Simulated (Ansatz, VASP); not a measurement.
**Two plane-wave programs on Mo**

INCAR

```
PREC     = Accurate       # precision mode
ENCUT    = 520            # plane-wave cutoff, eV
EDIFF    = 1E-7           # SCF threshold, eV
ISMEAR   = 0              # smearing method
SIGMA    = 0.15           # smearing width, eV
LREAL    = False          # projectors in reciprocal space
LASPH    = True           # aspherical terms in the spheres
NELM     = 100            # most SCF steps
ALGO     = Fast           # electronic algorithm
ISIF     = 2              # what is computed and relaxed
LWAVE    = False          # write WAVECAR
LCHARG   = False          # write CHGCAR
GGA      = PE             # functional
NBANDS   = 13             # bands
```

Contents of KPOINTS:

```
regular mesh
0
Gamma
  26 26 26
```

Contents of POSCAR:

```
Mo
1.0
   -1.5012084634      1.5012084634      1.6197249211
    1.5012084634     -1.5012084634      1.6197249211
    1.5012084634      1.5012084634     -1.6197249211
Mo
1
Direct
    0.0000000000      0.0000000000      0.0000000000
```

Input for Ansatz:

```yaml
crystal:
  lattice:
    - [-1.5012084634, 1.5012084634, 1.6197249211]
    - [1.5012084634, -1.5012084634, 1.6197249211]
    - [1.5012084634, 1.5012084634, -1.6197249211]
  atoms:
    - { symbol: Mo, position: [0.0, 0.0, 0.0] }
basis:
  ecutwfc: 420
kpoints:
  mp_grid: { grid: [26, 26, 26] }
hamiltonian:
  xc: pbe
scf:
  occupations: { method: gaussian, width: 0.15 }
output:
  forces: true
  stress: true
  eigenvalues: true
```

Change from the starting cell: strain -0.050 along x and y, +0.025 along z, atoms carried along.

Alike in both runs: task single point; functional PBE; k mesh 26 × 26 × 26; occupations gaussian, width 0.15 eV; no spin polarisation.

|  | VASP | Ansatz |
| --- | --- | --- |
| version | VASP 6.6.1 | Ansatz 0.2.0 |
| potentials or method | VASP PAW PBE potentials, release 64 (Mo_sv), cutoff 520 eV | scalar-relativistic, plane waves, PAW |
| valence electrons in the cell | 14 | 14 |

```tsv
	VASP	Ansatz	Ansatz less VASP
gap on the k mesh at the Fermi level (eV)	none	none	-
pressure (GPa)	25.4	24.7	-0.71
traceless stress, the component that is largest in VASP (GPa)	-16.45	-16.47	-0.020
```

A gap of «none» marks a metal or a gap that the smearing closes. With one functional, cell and mesh, what is left measures potentials, basis and numerics.
